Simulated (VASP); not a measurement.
# Na (Im-3m) in VASP: further runs

Runs on Na. Level: PBE. Tasks: single point.

Program: VASP 6.6.1. These are calculated values, not measurements. Logs are shortened: lines on timing, memory, paths and dates and some standing lists are left out, and cuts for length are marked.

### 1 The cell of the first run

It takes space group Im-3m (No. 229, cubic). The conventional cell has a = 3.864 Å, b = 3.864 Å, c = 3.864 Å, α = 90.00°, β = 90.00°, γ = 90.00°. Na (site symmetry m-3m) has 14 Na at 3.35 to 3.86 Å within 4.4 Å.

### 2 Single point, PBE (28.84 Å³/atom)

Contents of INCAR:

```
PREC = Accurate ; ENCUT = 520
EDIFF = 1E-6 ; ISMEAR = -1
SIGMA = 0.05 ; LREAL = F
LASPH = T ; NELM = 80
ALGO = Normal ; ISIF = 2
LWAVE = F ; LCHARG = F
GGA = PE ; NBANDS = 10
```

Contents of KPOINTS:

```
regular mesh
0
Gamma
  13 13 13
```

Contents of POSCAR:

```
Na
1.0
   -1.9317615710      1.9317615710      1.9317615710
    1.9317615710     -1.9317615710      1.9317615710
    1.9317615710      1.9317615710     -1.9317615710
Na
1
Direct
    0.0000000000      0.0000000000      0.0000000000
```

Potentials or basis: VASP PAW PBE potentials, release 64 (Na_pv).

On the command line:

```console
> cat potpaw_PBE.64/Na_pv/POTCAR > POTCAR
> mpirun -np 1 vasp_std > vasp.out
```

OUTCAR:

```text
PREC = Accurate
   ENCUT = 520
   EDIFF = 1E-6
   ISMEAR = -1
   LREAL = F
   LASPH = T
   NELM = 80
   ISIF = 2
   GGA = PE

 ion  position               nearest neighbor table
   1  0.000  0.000  0.000-

  LATTYP: Found a body centered cubic cell.
 ALAT       =     3.8635231420

  Lattice vectors:

 A1 = (  -1.9317615710,   1.9317615710,   1.9317615710)
 A2 = (   1.9317615710,  -1.9317615710,   1.9317615710)
 A3 = (   1.9317615710,   1.9317615710,  -1.9317615710)

Analysis of symmetry for initial positions (statically):
=====================================================================
 Subroutine PRICEL returns:
 Original cell was already a primitive cell.

 Routine SETGRP: Setting up the symmetry group for a
 body centered cubic supercell.

 Subroutine GETGRP returns: Found 48 space group operations
 (whereof 48 operations were pure point group operations)
 out of a pool of 48 trial point group operations.

The static configuration has the point symmetry O_h .

Analysis of symmetry for dynamics (positions and initial velocities):
=====================================================================
 Subroutine PRICEL returns:
 Original cell was already a primitive cell.

 Routine SETGRP: Setting up the symmetry group for a
 body centered cubic supercell.

 Subroutine GETGRP returns: Found 48 space group operations
 (whereof 48 operations were pure point group operations)
 out of a pool of 48 trial point group operations.

The dynamic configuration has the point symmetry O_h .

 Subroutine INISYM returns: Found 48 space group operations
 (whereof 48 operations are pure point group operations),
 and found     1 'primitive' translations

----------------------------------------------------------------------------------------

                                     Primitive cell

  volume of cell :      28.8350

  direct lattice vectors                    reciprocal lattice vectors
    -1.931761571  1.931761571  1.931761571     0.000000000  0.258831114  0.258831114
     1.931761571 -1.931761571  1.931761571     0.258831114  0.000000000  0.258831114
     1.931761571  1.931761571 -1.931761571     0.258831114  0.258831114  0.000000000

  length of vectors
     3.345909189  3.345909189  3.345909189     0.366042472  0.366042472  0.366042472

  position of ions in fractional coordinates (direct lattice)
     0.000000000  0.000000000  0.000000000

  ion indices of the primitive-cell ions
   primitive index   ion index
                 1           1

----------------------------------------------------------------------------------------

 KPOINTS: regular mesh

Automatic generation of k-mesh.
 Grid dimensions read from file:
 generate k-points for:   13   13   13

 Generating k-lattice:

  Cartesian coordinates                     Fractional coordinates (reciprocal lattice)
     0.000000000  0.019910086  0.019910086     0.076923077  0.000000000  0.000000000
     0.019910086  0.000000000  0.019910086     0.000000000  0.076923077  0.000000000
     0.019910086  0.019910086  0.000000000     0.000000000  0.000000000  0.076923077

  Length of vectors
     0.028157113  0.028157113  0.028157113

  Shift w.r.t. Gamma in fractional coordinates (k-lattice)
     0.000000000  0.000000000  0.000000000

 Subroutine IBZKPT returns following result:
 ===========================================

 Found     84 irreducible k-points:

 Following reciprocal coordinates:
            Coordinates               Weight
  0.000000  0.000000  0.000000      1.000000
  0.076923  0.000000  0.000000     12.000000
  0.153846  0.000000  0.000000     12.000000
  0.230769  0.000000  0.000000     12.000000
  0.307692  0.000000  0.000000     12.000000
  0.384615  0.000000  0.000000     12.000000
[... 16 lines left out ...]
  0.153846  0.076923  0.076923     24.000000
  0.230769  0.076923  0.076923     24.000000
 [... further k-points ...]
   k-points           NKPTS =     84   k-points in BZ     NKDIM =     84   number of bands    NBANDS=     10
   number of dos      NEDOS =    301   number of ions     NIONS =      1
   total plane-waves  NPLWV =  21952
   dimension x,y,z NGX =    28 NGY =   28 NGZ =   28
   dimension x,y,z NGXF=    56 NGYF=   56 NGZF=   56
   ions per type =               1
   NGX,Y,Z   is equivalent  to a cutoff of  13.91, 13.91, 13.91 a.u.
   NGXF,Y,Z  is equivalent  to a cutoff of  27.82, 27.82, 27.82 a.u.
 SYSTEM =  unknown system
   PREC   = accura    normal or accurate (medium, high low for compatibility)
   ISTART =      0    job   : 0-new  1-cont  2-samecut
   ICHARG =      2    charge: 1-file 2-atom 10-const
   ISPIN  =      1    spin polarized calculation?
   LNONCOLLINEAR =      F non collinear calculations
   LSORBIT =      F    spin-orbit coupling
   LASPH  =      T    aspherical Exc in radial PAW
   ENCUT  =  520.0 eV  38.22 Ry    6.18 a.u.   6.22  6.22  6.22*2*pi/ulx,y,z
   NELM   =     80;   NELMIN=  2; NELMDL= -5     # of ELM steps
   EDIFF  = 0.1E-05   stopping-criterion for ELM
   LREAL  =      F    real-space projection
   EDIFFG = 0.1E-04   stopping-criterion for IOM
   NSW    =      0    number of steps for IOM
   IBRION =     -1    ionic relax: 0-MD 1-quasi-New 2-CG
   NFREE  =      0    steps in history (QN), initial steepest desc. (CG)
   ISIF   =      2    stress and relaxation
   ISYM   =      2    0-nonsym 1-usesym 2-fastsym
   POTIM  = 0.5000    time-step for ionic-motion
   TEBEG  =    0.0;   TEEND  =   0.0 temperature during run
   PSTRESS=    0.0 pullay stress
   NELECT =       7.0000    total number of electrons
   NUPDOWN=      -1.0000    fix difference up-down
   EMIN   =  10.00;   EMAX   =-10.00  energy-range for DOS
   EFERMI =   0.00;   METHOD = LEGACY
   ISMEAR =    -1;   SIGMA  =   0.05  broadening in eV -4-tet -1-fermi 0-gaus
   EFERMI_NEDOS =   21; number of points for ismear=-14 and -15
   IALGO  =     38    algorithm
   IMIX   =      4    mixing-type and parameters
     AMIX     =   0.40;   BMIX     =  1.00
     AMIX_MAG =   1.60;   BMIX_MAG =  1.00
  volume/ion in A,a.u.               =      28.84       194.59
  Fermi-wavevector in a.u.,A,eV,Ry     =   1.021255  1.929891 14.190343  1.042961
  Thomas-Fermi vector in A             =   2.154869
   LORBIT       =      0    0 simple, 1 ext, 2 COOP (PROOUT), +10 PAW based schemes
   GGA     = PE    functional components
   LHFCALC =     F    Hartree Fock is set to
   AEXX    =    0.0000 exact exchange contribution
   IVDW    =     0    specifies the selected vdW correction
   LEPSILON=     F    determine dielectric tensor
   LRPA    =     F    only Hartree local field effects (RPA)
 non-spin polarized calculation
  energy-cutoff  :      520.00
  volume of cell :       28.84
 maximum number of plane-waves:       785
 NGX is ok and might be reduce to    28
   NGX = 13   NGY = 13   NGZ = 13

 number of electron       6.9999997 magnetization

 Free energy of the ion-electron system (eV)
  ---------------------------------------------------
  ext. energy  EPLUGINS =         0.00000000
  ---------------------------------------------------
  free energy    TOTEN  =        -1.24777740 eV

  energy without entropy =       -1.24376337  energy(sigma->0) =       -1.24577038

 E-fermi :   1.2082     XC(G=0):  -7.1971

 val. band max:        1.1230161131   @ k =  -0.3077   0.3077   0.3077
 cond. band min:       1.2302675898   @ k =  -0.3846   0.4615   0.0769
 fundamental gap:      0.1072514768
 Fermi energy:         1.2082072782

 k-point     1 :       0.0000    0.0000    0.0000
  band No.  band energies     occupation
      1     -23.5927      2.00000
      2     -23.5927      2.00000
      3     -23.5927      2.00000
      4      -2.6873      2.00000
      5      14.6215      0.00000
      6      14.6215      0.00000
      7      14.6215      0.00000
      8      15.7820      0.00000
      9      15.7820      0.00000
     10      16.4620      0.00000

 k-point     2 :       0.0769    0.0000    0.0000
  band No.  band energies     occupation
      1     -23.5976      2.00000
      2     -23.5942      2.00000
      3     -23.5927      2.00000
      4      -2.5625      2.00000
      5      13.1398      0.00000
      6      13.8598      0.00000
      7      14.3187      0.00000
      8      14.9423      0.00000
      9      15.1961      0.00000
     10      17.1371      0.00000

 k-point     3 :       0.1538    0.0000    0.0000
  band No.  band energies     occupation
      1     -23.6113      2.00000
      2     -23.5986      2.00000
      3     -23.5927      2.00000
      4      -2.1905      2.00000
      5      10.8360      0.00000
      6      12.7872      0.00000
      7      13.7257      0.00000
      8      13.9784      0.00000
      9      14.9965      0.00000
     10      17.5505      0.00000

 k-point     4 :       0.2308    0.0000    0.0000
  band No.  band energies     occupation
      1     -23.6304      2.00000
      2     -23.6046      2.00000
      3     -23.5928      2.00000
      4      -1.5783      2.00000
      5       8.6431      0.00000
      6      11.8765      0.00000
      7      13.1524      0.00000
      8      13.1910      0.00000
      9      14.6167      0.00000
     10      17.8547      0.00000
[... 222 lines left out ...]
 k-point    22 :       0.0769    0.0769    0.0769
  band No.  band energies     occupation
      1     -23.6208      2.00000
      2     -23.5962      2.00000
      3     -23.5962      2.00000
      4      -1.9445      2.00000
      5      10.6900      0.00000
      6      10.6900      0.00000
      7      12.5166      0.00000
      8      15.9199      0.00000
      9      15.9199      0.00000
     10      17.1769      0.00000

 k-point    23 :       0.1538    0.0769    0.0769
  band No.  band energies     occupation
      1     -23.6370      2.00000
      2     -23.6025      2.00000
      3     -23.5965      2.00000
      4      -1.3361      2.00000
      5       8.7136      0.00000
      6       9.8068      0.00000
      7      11.6232      0.00000
      8      15.6422      0.00000
      9      16.1357      0.00000
     10      18.2150      0.00000

 k-point    24 :       0.2308    0.0769    0.0769
  band No.  band energies     occupation
      1     -23.6526      2.00000
      2     -23.6106      2.00000
      3     -23.5969      2.00000
      4      -0.4995      2.00000
      5       6.7728      0.00000
      6       9.1445      0.00000
      7      10.9774      0.00000
      8      15.0845      0.00000
      9      16.0487      0.00000
     10      18.7833      0.00000

 [... further k-points ...]

------------------------ aborting loop because EDIFF is reached ----------------------------------------

  FORCE on cell =-STRESS in cart. coord.  units (eV):
  Direction    XX          YY          ZZ          XY          YZ          ZX
  --------------------------------------------------------------------------------------
  -------------------------------------------------------------------------------------
  Total        0.5410227      0.5410227      0.5410227      0.0000000      0.0000000     -0.0000000
  in kB       30.0611468     30.0611468     30.0611468      0.0000000      0.0000000     -0.0000000
  external PRESSURE =      30.0611468 kB  Pullay stress =       0.0000000 kB

 VOLUME and BASIS-vectors are now :
 -----------------------------------------------------------------------------
  energy-cutoff  :      520.00
  volume of cell :       28.84
      direct lattice vectors                 reciprocal lattice vectors
    -1.931761571  1.931761571  1.931761571     0.000000000  0.258831114  0.258831114
     1.931761571 -1.931761571  1.931761571     0.258831114  0.000000000  0.258831114
     1.931761571  1.931761571 -1.931761571     0.258831114  0.258831114  0.000000000

 POSITION                                       TOTAL-FORCE (eV/Angst)
 -----------------------------------------------------------------------------------
      0.00000      0.00000      0.00000        -0.000000      0.000000     -0.000000
 -----------------------------------------------------------------------------------
    total drift:                               -0.000000     -0.000000     -0.000000

  FREE ENERGIE OF THE ION-ELECTRON SYSTEM (eV)
  ---------------------------------------------------
  free  energy   TOTEN  =        -1.2477773964 eV

  energy  without entropy=       -1.2437633675  energy(sigma->0) =       -1.24577038
```

It took 27 s on 1 thread of Intel Xeon 8259CL, shared host; peak memory 0.16 GiB.

Results:

* Free energy: -1.2478 eV
* Pressure: 3.0 GPa
* Band gap on the k mesh: zero (an odd number of electrons rules out a gap without spin polarisation)

Caveat: the cell stands under pressure.

### 3 Single point, PBE (32.53 Å³/atom)

This run uses another cell than the first one, of 32.53 Å³/atom.

Contents of INCAR:

```
SYSTEM = Na
PREC = Accurate
ENCUT = 520
EDIFF = 1E-6
ISMEAR = -1
SIGMA = 0.05
LREAL = .False.
LASPH = .True.
NELM = 100
ALGO = Normal
ISIF = 2
LWAVE = .False.
LCHARG = .False.
GGA = PE
NBANDS = 10
```

Contents of KPOINTS:

```
Automatic mesh
0
Gamma
  13 13 13
  0 0 0
```

Contents of POSCAR:

```
Na
1.0
   -2.0110191773      2.0110191773      2.0110191773
    2.0110191773     -2.0110191773      2.0110191773
    2.0110191773      2.0110191773     -2.0110191773
Na
1
Direct
    0.0000000000      0.0000000000      0.0000000000
```

Potentials or basis: VASP PAW PBE potentials, release 64 (Na_pv).

On the command line:

```console
> cat potpaw_PBE.64/Na_pv/POTCAR > POTCAR
> mpirun -np 1 vasp_std > vasp.out
```

Run time: 27 s. Hardware: 1 thread of Intel Xeon 8259CL, shared host; peak memory 0.16 GiB.

The run converged. Its results:

| Property | Result |
| --- | --- |
| Free energy | -1.2962 eV |
| Pressure | 1.2 GPa |
| Band gap on the k mesh | zero (an odd number of electrons rules out a gap without spin polarisation) |

Levels at points of the mesh, in eV from the Fermi level:
| k point | band 1 | band 2 | band 3 | band 4 | band 5 | band 6 |
| --- | --- | --- | --- | --- | --- | --- |
| (0.00, 0.00, 0.00) | -24.85 | -24.85 | -24.85 | -3.60 | 12.57 | 12.57 |

### 4 Single point, PBE (32.53 Å³/atom)

This run uses another cell than the first one, of 32.53 Å³/atom.

Contents of INCAR:

```
PREC = Accurate
ENCUT = 520
EDIFF = 1E-7
ISMEAR = -1
SIGMA = 0.05
LREAL = F
LASPH = T
NELM = 80
ALGO = Normal
ISIF = 2
LWAVE = F
LCHARG = F
GGA = PE
NBANDS = 10
```

Contents of KPOINTS:

```
Automatic mesh
0
Gamma
  13 13 13
```

POSCAR is that of step 3.

On the command line:

```console
> cat potpaw_PBE.64/Na_pv/POTCAR > POTCAR
> mpirun -np 1 vasp_std > vasp.out
```

Wall time 18 s (1 thread of Intel Xeon 8259CL, shared host); peak memory 0.16 GiB.

Results (log left out):

```
Free energy            : -1.2962 eV
Pressure               : 1.2 GPa
Band gap on the k mesh : zero (an odd number of electrons rules out a gap without spin polarisation)
```

Levels at points of the mesh, in eV from the Fermi level:
```
           k point  band 1  band 2  band 3  band 4  band 5  band 6  band 7  band 8
(0.00, 0.00, 0.00)  -24.85  -24.85  -24.85   -3.60   12.57   12.57   12.57   13.65
```
